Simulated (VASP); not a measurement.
Crystal: SiO2.

```
CELL_PARAMETERS angstrom
-2.80590 2.80878 2.34521
2.80590 -2.80878 2.34521
2.80590 2.80878 -2.34521
ATOMIC_POSITIONS crystal
Si 0.25000 0.25000 0.00000
Si 0.75000 0.75000 0.00000
O 0.14731 0.85244 0.99975
O 0.64731 0.64756 0.29486
O 0.35269 0.35244 0.70514
O 0.85269 0.14756 0.00025
```

Base run:

```yaml
Program: VASP 6.6.1
Functional: r2SCAN
Potentials_or_basis: VASP PAW PBE potentials, release 64 (Si, O)
Cutoff: 660 eV
k_mesh: 8 × 8 × 8
Occupations: gaussian, width 0.01 eV
Spin: no spin polarisation
```

Its results: band gap on the k mesh 5.71 eV (least direct gap 6.23 eV); pressure 1.0 GPa; largest force 0.023 eV/Å.

Problem. The run is repeated on the same cell with these changes: functional from r2SCAN to PBE; cutoff from 660 eV to 600 eV; k mesh from 8 × 8 × 8 to 4 × 4 × 4. What comes out?

Solution. Band gap on the k mesh 4.98 eV (least direct gap 5.49 eV); pressure 6.8 GPa; largest force 0.624 eV/Å.

Several settings changed at once.

Caveats: some runs use coarse meshes; the PAW data sets were made with another functional, which shifts forces and pressure a little (at least some runs).

A k mesh can miss the band edges.
